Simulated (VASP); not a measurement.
# MgO (Pm-3m) in VASP: G0W0 quasiparticle levels with PBE

Aim: the G0W0 quasiparticle levels of MgO with PBE.

All numbers are computed with VASP 6.6.1; they aren't measurements. Logs are shortened: lines on timing, memory, paths and dates and some standing lists are left out, and cuts for length are marked.

## Step 1: The cell of the first run

It takes space group Pm-3m (No. 221, cubic). The conventional cell has a = 2.623 Å, b = 2.623 Å, c = 2.623 Å, α = 90.00°, β = 90.00°, γ = 90.00°. Within 3.0 Å of Mg (site symmetry m-3m) lie 8 O at 2.27 Å and 6 Mg at 2.62 Å. Within 3.0 Å of O (site symmetry m-3m) lie 8 Mg at 2.27 Å and 6 O at 2.62 Å.

## Step 2: G0W0 quasiparticle levels, PBE

Input file POSCAR:

```
MgO
1.0
    2.6233491265      0.0000000000      0.0000000000
    0.0000000000      2.6233491265      0.0000000000
    0.0000000000      0.0000000000      2.6233491265
Mg O
1 1
Direct
    0.0000000000      0.0000000000      0.0000000000
    0.5000000000      0.5000000000      0.5000000000
```

Input file INCAR.step1:

```
PREC = Accurate
ENCUT = 500
EDIFF = 1E-8
ISMEAR = 0
SIGMA = 0.01
LREAL = False
LASPH = True
NELM = 60
ALGO = Normal
LWAVE = True
LCHARG = False
GGA = PE
```

Input file INCAR.step2:

```
PREC = Accurate
ENCUT = 500
EDIFF = 1E-8
ISMEAR = 0
SIGMA = 0.01
LREAL = False
LASPH = True
NELM = 1
ALGO = Exact
LWAVE = True
LCHARG = False
GGA = PE
NBANDS = 34
LOPTICS = True
ISTART = 1
```

Input file INCAR.step3:

```
PREC = Accurate
ENCUT = 500
EDIFF = 1E-8
ISMEAR = 0
SIGMA = 0.01
LREAL = False
LASPH = True
ALGO = EVGW0
LWAVE = False
LCHARG = False
GGA = PE
NELMGW = 1
NBANDS = 34
ENCUTGW = 80.0
NOMEGA = 96
PRECFOCK = Fast
ISTART = 1
NBANDSGW = 12
OMEGAMAX = 30
```

Input file KPOINTS:

```
regular mesh
0
Gamma
  10 10 10
```

Potentials or basis: VASP PAW PBE potentials, release 64 (Mg_GW, O_GW).

Started as:

```sh
$ cat potpaw_PBE.64/Mg_GW/POTCAR potpaw_PBE.64/O_GW/POTCAR > POTCAR
$ cp INCAR.step1 INCAR
$ mpirun -np 1 vasp_std > vasp.out
$ cp INCAR.step2 INCAR
$ mpirun -np 1 vasp_std > vasp.out
$ cp INCAR.step3 INCAR
$ mpirun -np 1 vasp_std > vasp.out
```

OUTCAR:

```text
PREC = Accurate
   ENCUT = 500
   EDIFF = 1E-8
   ISMEAR = 0
   LREAL = False
   LASPH = True
   GGA = PE
   NELMGW = 1
   ENCUTGW = 80.0
   PRECFOCK = Fast
   ISTART = 1

 ion  position               nearest neighbor table
   1  0.000  0.000  0.000-
   2  0.500  0.500  0.500-

  LATTYP: Found a simple cubic cell.
 ALAT       =     2.6233491265

  Lattice vectors:

 A1 = (   2.6233491265,   0.0000000000,   0.0000000000)
 A2 = (   0.0000000000,   2.6233491265,   0.0000000000)
 A3 = (   0.0000000000,   0.0000000000,   2.6233491265)

Analysis of symmetry for initial positions (statically):
=====================================================================
 Subroutine PRICEL returns:
 Original cell was already a primitive cell.

 Routine SETGRP: Setting up the symmetry group for a
 simple cubic supercell.

 Subroutine GETGRP returns: Found 48 space group operations
 (whereof 48 operations were pure point group operations)
 out of a pool of 48 trial point group operations.

The static configuration has the point symmetry O_h .

Analysis of symmetry for dynamics (positions and initial velocities):
=====================================================================
 Subroutine PRICEL returns:
 Original cell was already a primitive cell.

 Routine SETGRP: Setting up the symmetry group for a
 simple cubic supercell.

 Subroutine GETGRP returns: Found 48 space group operations
 (whereof 48 operations were pure point group operations)
 out of a pool of 48 trial point group operations.

The dynamic configuration has the point symmetry O_h .

 Subroutine INISYM returns: Found 48 space group operations
 (whereof 48 operations are pure point group operations),
 and found     1 'primitive' translations

----------------------------------------------------------------------------------------

                                     Primitive cell

  volume of cell :      18.0538

  direct lattice vectors                    reciprocal lattice vectors
     2.623349126  0.000000000  0.000000000     0.381192114  0.000000000  0.000000000
     0.000000000  2.623349126  0.000000000     0.000000000  0.381192114  0.000000000
     0.000000000  0.000000000  2.623349126     0.000000000  0.000000000  0.381192114

  length of vectors
     2.623349126  2.623349126  2.623349126     0.381192114  0.381192114  0.381192114

  position of ions in fractional coordinates (direct lattice)
     0.000000000  0.000000000  0.000000000
     0.500000000  0.500000000  0.500000000

  ion indices of the primitive-cell ions
   primitive index   ion index
                 1           1
                 2           2

----------------------------------------------------------------------------------------

 KPOINTS: regular mesh

Automatic generation of k-mesh.
 Grid dimensions read from file:
 generate k-points for:   10   10   10

 Generating k-lattice:

  Cartesian coordinates                     Fractional coordinates (reciprocal lattice)
     0.038119211  0.000000000  0.000000000     0.100000000  0.000000000  0.000000000
     0.000000000  0.038119211  0.000000000     0.000000000  0.100000000  0.000000000
     0.000000000  0.000000000  0.038119211     0.000000000  0.000000000  0.100000000

  Length of vectors
     0.038119211  0.038119211  0.038119211

  Shift w.r.t. Gamma in fractional coordinates (k-lattice)
     0.000000000  0.000000000  0.000000000

 Subroutine IBZKPT returns following result:
 ===========================================

 Found     56 irreducible k-points:

 Following reciprocal coordinates:
            Coordinates               Weight
  0.000000  0.000000  0.000000      1.000000
  0.100000  0.000000  0.000000      6.000000
  0.200000  0.000000  0.000000      6.000000
  0.300000  0.000000  0.000000      6.000000
  0.400000  0.000000  0.000000      6.000000
  0.500000  0.000000  0.000000      3.000000
[... 16 lines left out ...]
  0.200000  0.100000  0.100000     24.000000
  0.300000  0.100000  0.100000     24.000000
 [... further k-points ...]
   k-points           NKPTS =     56   k-points in BZ     NKDIM =   1000   number of bands    NBANDS=     34
   number of dos      NEDOS =    301   number of ions     NIONS =      2
   total plane-waves  NPLWV =   8000
   dimension x,y,z NGX =    20 NGY =   20 NGZ =   20
   dimension x,y,z NGXF=    40 NGYF=   40 NGZF=   40
   ions per type =               1   1
   NGX,Y,Z   is equivalent  to a cutoff of  12.67, 12.67, 12.67 a.u.
   NGXF,Y,Z  is equivalent  to a cutoff of  25.35, 25.35, 25.35 a.u.
 SYSTEM =  unknown system
   PREC   = accura    normal or accurate (medium, high low for compatibility)
   ISTART =      1    job   : 0-new  1-cont  2-samecut
   ICHARG =      0    charge: 1-file 2-atom 10-const
   ISPIN  =      1    spin polarized calculation?
   LNONCOLLINEAR =      F non collinear calculations
   LSORBIT =      F    spin-orbit coupling
   LASPH  =      T    aspherical Exc in radial PAW
   ENCUT  =  500.0 eV  36.75 Ry    6.06 a.u.   4.78  4.78  4.78*2*pi/ulx,y,z
   NELM   =     60;   NELMIN=  2; NELMDL=  0     # of ELM steps
   EDIFF  = 0.1E-07   stopping-criterion for ELM
   LREAL  =      F    real-space projection
   EDIFFG = 0.1E-06   stopping-criterion for IOM
   NSW    =      0    number of steps for IOM
   IBRION =     -1    ionic relax: 0-MD 1-quasi-New 2-CG
   NFREE  =      0    steps in history (QN), initial steepest desc. (CG)
   ISIF   =      0    stress and relaxation
   ISYM   =      3    0-nonsym 1-usesym 2-fastsym
   POTIM  = 0.5000    time-step for ionic-motion
   TEBEG  =    0.0;   TEEND  =   0.0 temperature during run
   PSTRESS=    0.0 pullay stress
   NELECT =       8.0000    total number of electrons
   NUPDOWN=      -1.0000    fix difference up-down
   EMIN   =  10.00;   EMAX   =-10.00  energy-range for DOS
   EFERMI =   0.00;   METHOD = LEGACY
   ISMEAR =     0;   SIGMA  =   0.01  broadening in eV -4-tet -1-fermi 0-gaus
   EFERMI_NEDOS =   21; number of points for ismear=-14 and -15
   IALGO  =     38    algorithm
   IMIX   =      4    mixing-type and parameters
     AMIX     =   0.40;   BMIX     =  1.00
     AMIX_MAG =   1.60;   BMIX_MAG =  1.00
  volume/ion in A,a.u.               =       9.03        60.92
  Fermi-wavevector in a.u.,A,eV,Ry     =   1.248098  2.358563 21.194461  1.557749
  Thomas-Fermi vector in A             =   2.382200
   LORBIT       =      0    0 simple, 1 ext, 2 COOP (PROOUT), +10 PAW based schemes
   GGA     = PE    functional components
   LHFCALC =     T    Hartree Fock is set to
   PRECFOCK=fast      Normal, Fast or Accurate (Low or Medium for compatibility)
   ENCUT4O =  -1.0   cutoff for four orbital integrals eV
   NKREDX  =     1    reduce k-point grid by
   NKREDY  =     1    reduce k-point grid by
   NKREDZ  =     1    reduce k-point grid by
   AEXX    =    1.0000 exact exchange contribution
   HFSCREEN=    0.0000 screening length (either q_TF or 0.3 A-1)
   HFSCREENC=   0.0000 screening length for correlation (either q_TF or 0.3 A-1)
   ENCUTFOCK=  -1.0 apply spherical cutoff to Coloumb kernel
   IVDW    =     0    specifies the selected vdW correction
   LEPSILON=     F    determine dielectric tensor
   LRPA    =     F    only Hartree local field effects (RPA)
   LRPAFORCE           =     F    calculate RPA forces
   ENCUTGW             =  80.0    cutoff for response function in eV
   ENCUTGWSOFT         =  64.0    soft cutoff for Coulomb kernel in GW response function in eV
   ENCUTLF             =  -1.0    cutoff for local field effects
   NELMGW              =     1    number of iterations in solving QP/BSE equation
   NELMHF              =     1    number of iterations in the inner HF iteration
   NKREDLFX            =     1    NKREDLFY  =   1   NKREDLFZ  =   1
 non-spin polarized calculation
 Gauss-broadening in eV      SIGMA  =   0.01
  energy-cutoff  :      500.00
  volume of cell :       18.05
 maximum number of plane-waves:       480
 NGX is ok and might be reduce to    20
  NGX = 12; NGY = 12; NGZ = 12
   NGX =  9   NGY =  9   NGZ =  9
 maximum number of plane-waves:        36
 NGX is ok and might be reduce to    10

 QP shifts <psi_nk| G(iteration)W_0 |psi_nk>: iteration 1
 for sc-GW calculations column KS-energies equals QP-energies in previous step
 and V_xc(KS)=  KS-energies - (<T + V_ion + V_H > + <T+V_H+V_ion>^1  + <V_x>^1)

 k-point   1 :       0.0000    0.0000    0.0000
  band No.  KS-energies  QP-energies   sigma(KS)   V_xc(KS)     V^pw_x(r,r')   Z            occupation Imag(sigma)

      1     -13.4793     -15.2824     -20.5581     -17.8909     -29.6723       0.6760       2.0000       1.1696
      2       4.0969       3.3461     -20.2064     -19.2299     -24.5394       0.7689       2.0000       0.0976
      3       4.0969       3.3461     -20.2064     -19.2299     -24.5394       0.7689       2.0000       0.0976
      4       4.0969       3.3461     -20.2064     -19.2299     -24.5394       0.7689       2.0000       0.0976
      5       7.7360       8.7984     -10.9756     -12.2524      -7.8686       0.8321       0.0000      -0.0545
      6      15.5956      16.7209      -7.5974      -8.9632      -3.3229       0.8239       0.0000      -0.0889
      7      15.5956      16.7209      -7.5974      -8.9632      -3.3229       0.8239       0.0000      -0.0889
      8      25.4699      27.2706      -9.3405     -11.5934      -3.5854       0.7992       0.0000      -0.7399
      9      25.4699      27.2706      -9.3405     -11.5934      -3.5854       0.7992       0.0000      -0.7399
     10      25.4699      27.2706      -9.3405     -11.5934      -3.5854       0.7992       0.0000      -0.7399
     11      32.7805      34.5582      -7.5915      -9.7233      -2.5283       0.8338       0.0000      -0.7285
     12      32.7805      34.5582      -7.5915      -9.7233      -2.5283       0.8338       0.0000      -0.7285

 k-point   2 :       0.1000    0.0000    0.0000
  band No.  KS-energies  QP-energies   sigma(KS)   V_xc(KS)     V^pw_x(r,r')   Z            occupation Imag(sigma)
[... 353 lines left out ...]
      1     -12.5512     -14.4624     -21.3860     -18.6706     -30.3153       0.7038       2.0000       1.1160
      2       0.2819      -0.8936     -16.9705     -15.3815     -21.5231       0.7398       2.0000       0.1746
      3       3.7161       2.8905     -19.6154     -18.5404     -23.8903       0.7681       2.0000       0.1024
      4       3.9654       3.1761     -20.0620     -19.0345     -24.4397       0.7682       2.0000       0.1015
      5      11.3705      12.8723     -12.1719     -14.0292      -8.7228       0.8086       0.0000      -0.0740
      6      15.9124      17.5550     -10.7623     -12.8522      -6.3648       0.7860       0.0000      -0.1253
      7      17.0941      18.3084      -8.0166      -9.5342      -3.3824       0.8001       0.0000      -0.1298
      8      23.2009      24.7741      -8.5041     -10.4507      -3.3695       0.8082       0.0000      -0.4311
      9      23.9463      25.3875      -8.1341      -9.8917      -3.3225       0.8200       0.0000      -0.3283
     10      27.0651      28.5848      -8.5904     -10.4600      -2.8887       0.8129       0.0000      -0.8178
     11      27.3793      28.9104      -8.2339     -10.1027      -2.9557       0.8194       0.0000      -0.6075
     12      29.6960      31.2380      -7.7299      -9.6141      -2.2133       0.8184       0.0000      -0.8547

 [... further k-points ...]
```

Run time: 15 min. Hardware: 1 thread of AMD EPYC 9R45 (Zen 5), shared host; peak memory 0.81 GiB.

What came out:

| Property | Result |
| --- | --- |
| Quasiparticle gap | 4.28 eV |
| Least direct quasiparticle gap | 5.45 eV |
| Band gap of the starting levels on the mesh | 2.62 eV |
| Least direct gap of the starting levels on the mesh | 3.64 eV |

Caveat: bands, screening cutoff and mesh are small and nothing is extrapolated, so the quasiparticle values aren't converged; the structure was generated, so it needn't be the stable form of MgO.
